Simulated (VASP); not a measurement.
# AlB2N3 (P-6m2) in VASP: single point with PBE

Aim: the single point of AlB2N3 with PBE.

Everything below comes from runs of VASP 6.6.1. Logs are shortened: lines on timing, memory, paths and dates and some standing lists are left out, and cuts for length are marked.

**1. The cell of the first run**

Symmetry: P-6m2, No. 187, hexagonal system. The conventional cell has a = 3.320 Å, b = 3.320 Å, c = 6.205 Å, α = 90.00°, β = 90.00°, γ = 120.00°. Within 2.5 Å of Al (site symmetry -6m2) lie 3 N at 1.92 Å and 6 B at 2.46 Å. B (site symmetry 3m) has 3 Al at 2.46 Å and 9 N at 2.46 to 2.47 Å and 2 B at 3.08 to 3.13 Å within 3.2 Å. Within 2.5 Å of N (site symmetry -6m2) lie 3 N at 1.92 Å and 6 B at 2.47 Å. Within 2.5 Å of N (site symmetry -6m2) lie 3 Al at 1.92 Å and 6 B at 2.46 Å. Within 2.5 Å of N (site symmetry -6m2) lie 3 N at 1.92 Å and 6 B at 2.47 Å.

**2. Single point, PBE**

INCAR

```
SYSTEM = AlB2N3
ALGO = Normal
EDIFF = 1E-6
ENCUT = 520
GGA = PE
ISIF = 2
ISMEAR = 0
LASPH = .TRUE.
LCHARG = .FALSE.
LREAL = .FALSE.
LWAVE = .FALSE.
NBANDS = 21
NELM = 60
PREC = Accurate
SIGMA = 0.1
```

KPOINTS

```
k-points
0
G
  6 6 4
  0 0 0
```

POSCAR

```
AlB2N3
1.0
    3.3201233600      0.0000000000      0.0000000000
   -1.6600616800      2.8753111800      0.0000000000
    0.0000000000      0.0000000000      6.2049881100
Al B N
1 2 3
Direct
    0.0000000000      0.0000000000      0.0000000000
    0.6666666700      0.3333333300      0.2480740000
    0.6666666700      0.3333333300      0.7519260000
    0.0000000000      0.0000000000      0.5000000000
    0.3333333300      0.6666666700      0.0000000000
    0.3333333300      0.6666666700      0.5000000000
```

Potentials or basis: VASP PAW PBE potentials, release 64 (Al, B, N).

Run with:

```
$ cat potpaw_PBE.64/Al/POTCAR potpaw_PBE.64/B/POTCAR potpaw_PBE.64/N/POTCAR > POTCAR
$ mpirun -np 1 vasp_std > vasp.out
```

OUTCAR:

```text
SYSTEM = AlB2N3
   EDIFF = 1E-6
   ENCUT = 520
   GGA = PE
   ISIF = 2
   ISMEAR = 0
   LASPH = .TRUE.
   LREAL = .FALSE.
   NELM = 60
   PREC = Accurate

 ion  position               nearest neighbor table
   1  0.000  0.000  0.000-   5 1.92   5 1.92   5 1.92   2 2.46   3 2.46   3 2.46   2 2.46   3 2.46
                             2 2.46
   2  0.667  0.333  0.248-   1 2.46   1 2.46   1 2.46
   3  0.667  0.333  0.752-   1 2.46   1 2.46   1 2.46
   4  0.000  0.000  0.500-
   5  0.333  0.667  0.000-   1 1.92   1 1.92   1 1.92
   6  0.333  0.667  0.500-

  LATTYP: Found a hexagonal cell.
 ALAT       =     3.3201233600
 C/A-ratio  =     1.8689028802

  Lattice vectors:

 A1 = (   3.3201233600,   0.0000000000,   0.0000000000)
 A2 = (  -1.6600616800,   2.8753111800,   0.0000000000)
 A3 = (   0.0000000000,   0.0000000000,   6.2049881100)

Analysis of symmetry for initial positions (statically):
=====================================================================
 Subroutine PRICEL returns:
 Original cell was already a primitive cell.

 Routine SETGRP: Setting up the symmetry group for a
 hexagonal supercell.

 Subroutine GETGRP returns: Found 12 space group operations
 (whereof 12 operations were pure point group operations)
 out of a pool of 24 trial point group operations.

The static configuration has the point symmetry D_3h.

Analysis of symmetry for dynamics (positions and initial velocities):
=====================================================================
 Subroutine PRICEL returns:
 Original cell was already a primitive cell.

 Routine SETGRP: Setting up the symmetry group for a
 hexagonal supercell.

 Subroutine GETGRP returns: Found 12 space group operations
 (whereof 12 operations were pure point group operations)
 out of a pool of 24 trial point group operations.

The dynamic configuration has the point symmetry D_3h.

 Subroutine INISYM returns: Found 12 space group operations
 (whereof 12 operations are pure point group operations),
 and found     1 'primitive' translations

----------------------------------------------------------------------------------------

                                     Primitive cell

  volume of cell :      59.2352

  direct lattice vectors                    reciprocal lattice vectors
     3.320123360  0.000000000  0.000000000     0.301193628  0.173894222  0.000000000
[... 91 lines left out ...]
   LREAL  =      F    real-space projection
   EDIFFG = 0.1E-04   stopping-criterion for IOM
   NSW    =      0    number of steps for IOM
   IBRION =     -1    ionic relax: 0-MD 1-quasi-New 2-CG
   NFREE  =      0    steps in history (QN), initial steepest desc. (CG)
   ISIF   =      2    stress and relaxation
   ISYM   =      2    0-nonsym 1-usesym 2-fastsym
   POTIM  = 0.5000    time-step for ionic-motion
   TEBEG  =    0.0;   TEEND  =   0.0 temperature during run
   PSTRESS=    0.0 pullay stress
   NELECT =      24.0000    total number of electrons
   NUPDOWN=      -1.0000    fix difference up-down
   EMIN   =  10.00;   EMAX   =-10.00  energy-range for DOS
   EFERMI =   0.00;   METHOD = LEGACY
   ISMEAR =     0;   SIGMA  =   0.10  broadening in eV -4-tet -1-fermi 0-gaus
   EFERMI_NEDOS =   21; number of points for ismear=-14 and -15
   IALGO  =     38    algorithm
   IMIX   =      4    mixing-type and parameters
     AMIX     =   0.40;   BMIX     =  1.00
     AMIX_MAG =   1.60;   BMIX_MAG =  1.00
  volume/ion in A,a.u.               =       9.87        66.62
  Fermi-wavevector in a.u.,A,eV,Ry     =   1.211393  2.289202 19.966198  1.467474
  Thomas-Fermi vector in A             =   2.346910
   LORBIT       =      0    0 simple, 1 ext, 2 COOP (PROOUT), +10 PAW based schemes
   GGA     = PE    functional components
   LHFCALC =     F    Hartree Fock is set to
   AEXX    =    0.0000 exact exchange contribution
   IVDW    =     0    specifies the selected vdW correction
   LEPSILON=     F    determine dielectric tensor
   LRPA    =     F    only Hartree local field effects (RPA)
 non-spin polarized calculation
 Gauss-broadening in eV      SIGMA  =   0.10
  energy-cutoff  :      520.00
  volume of cell :       59.24
 maximum number of plane-waves:      1644
 NGX is ok and might be reduce to    28
   NGX = 13   NGY = 13   NGZ = 23

 number of electron      24.0000000 magnetization

 Free energy of the ion-electron system (eV)
  ---------------------------------------------------
  ext. energy  EPLUGINS =         0.00000000
  ---------------------------------------------------
  free energy    TOTEN  =       -28.35046751 eV

  energy without entropy =      -28.33427784  energy(sigma->0) =      -28.34237267

 E-fermi :   5.7770     XC(G=0): -11.1383

 val. band max:        5.7755890790   @ k =   0.0000   0.0000   0.5000
 cond. band min:       5.8170528873   @ k =   0.3333   0.3333   0.5000
 fundamental gap:      0.0414638083
 Fermi energy:         5.7770270616

 k-point     1 :       0.0000    0.0000    0.0000
  band No.  band energies     occupation
      1     -12.1679      2.00000
      2     -10.7003      2.00000
      3      -3.6177      2.00000
      4      -2.9140      2.00000
      5       0.7605      2.00000
      6       1.3335      2.00000
[... 493 lines left out ...]
     20      10.6315      0.00000
     21      13.3508      0.00000

------------------------ aborting loop because EDIFF is reached ----------------------------------------

  FORCE on cell =-STRESS in cart. coord.  units (eV):
  Direction    XX          YY          ZZ          XY          YZ          ZX
  --------------------------------------------------------------------------------------
  -------------------------------------------------------------------------------------
  Total       -2.3137486     -2.3137486      0.8898301      0.0000000     -0.0000000     -0.0000000
  in kB      -62.5816094    -62.5816097     24.0678697      0.0000000     -0.0000000     -0.0000000
  external PRESSURE =     -33.6984498 kB  Pullay stress =       0.0000000 kB

 VOLUME and BASIS-vectors are now :
 -----------------------------------------------------------------------------
  energy-cutoff  :      520.00
  volume of cell :       59.24
      direct lattice vectors                 reciprocal lattice vectors
     3.320123360  0.000000000  0.000000000     0.301193628  0.173894222  0.000000000
    -1.660061680  2.875311180  0.000000000     0.000000000  0.347788444  0.000000000
     0.000000000  0.000000000  6.204988110     0.000000000  0.000000000  0.161160663

 POSITION                                       TOTAL-FORCE (eV/Angst)
 -----------------------------------------------------------------------------------
      0.00000      0.00000      0.00000        -0.000000      0.000000      0.000000
      1.66006      0.95844      1.53930         0.000000      0.000000      2.079979
      1.66006      0.95844      4.66569         0.000000      0.000000     -2.079979
      0.00000      0.00000      3.10249         0.000000      0.000000      0.000000
     -0.00000      1.91687      0.00000        -0.000000      0.000000      0.000000
     -0.00000      1.91687      3.10249         0.000000     -0.000000      0.000000
 -----------------------------------------------------------------------------------
    total drift:                                0.000020     -0.000012     -0.000000

  FREE ENERGIE OF THE ION-ELECTRON SYSTEM (eV)
  ---------------------------------------------------
  free  energy   TOTEN  =       -28.3504675074 eV

  energy  without entropy=      -28.3342778415  energy(sigma->0) =      -28.34237267
```

OSZICAR:

```text
N       E                     dE             d eps       ncg     rms          rms(c)
DAV:   1     0.723508797354E+02    0.72351E+02   -0.11141E+04   882   0.102E+03
DAV:   2    -0.244671225222E+02   -0.96818E+02   -0.91441E+02  1148   0.204E+02
DAV:   3    -0.307888057185E+02   -0.63217E+01   -0.61809E+01  1074   0.499E+01
DAV:   4    -0.308554144102E+02   -0.66609E-01   -0.66507E-01   960   0.562E+00
DAV:   5    -0.308560976712E+02   -0.68326E-03   -0.68323E-03  1025   0.552E-01    0.985E+00
DAV:   6    -0.295196977239E+02    0.13364E+01   -0.21250E+01  1039   0.247E+01    0.798E+00
DAV:   7    -0.284749453947E+02    0.10448E+01   -0.85612E+00  1030   0.129E+01    0.329E+00
DAV:   8    -0.283670598378E+02    0.10789E+00   -0.84534E-01   940   0.469E+00    0.165E+00
DAV:   9    -0.283508141338E+02    0.16246E-01   -0.66155E-02   947   0.162E+00    0.283E-01
DAV:  10    -0.283506071043E+02    0.20703E-03   -0.36916E-03  1070   0.394E-01    0.162E-01
DAV:  11    -0.283504399570E+02    0.16715E-03   -0.10729E-03  1078   0.195E-01    0.957E-02
DAV:  12    -0.283504637902E+02   -0.23833E-04   -0.15651E-04   978   0.851E-02    0.301E-02
DAV:  13    -0.283504677491E+02   -0.39589E-05   -0.25573E-05   962   0.307E-02    0.690E-03
DAV:  14    -0.283504675074E+02    0.24173E-06   -0.28951E-06   555   0.109E-02
   1 F= -.28350468E+02 E0= -.28342373E+02  d E =-.161897E-01
```

Wall time 22 s (1 thread of Intel Xeon 6975P-C (Granite Rapids), shared host); peak memory 0.18 GiB.

Results:

- Free energy: -28.3505 eV
- Pressure: -3.4 GPa
- Largest force: 2.080 eV/Å
- Band gap on the k mesh: zero (band 12 reaches 6.03 eV, above the bottom of band 13 at 5.73 eV)

Forces in eV/Å, atoms in the order of the input:
```
Al   0.000  0.000  0.000
B    0.000  0.000  2.080
B    0.000  0.000 -2.080
N    0.000  0.000  0.000
N    0.000  0.000  0.000
N    0.000  0.000  0.000
```

Caveat: the k points lie up to 0.36 Å⁻¹ apart; forces of over 1 eV/Å act on the atoms, so gaps and moduli don't describe the material at rest.
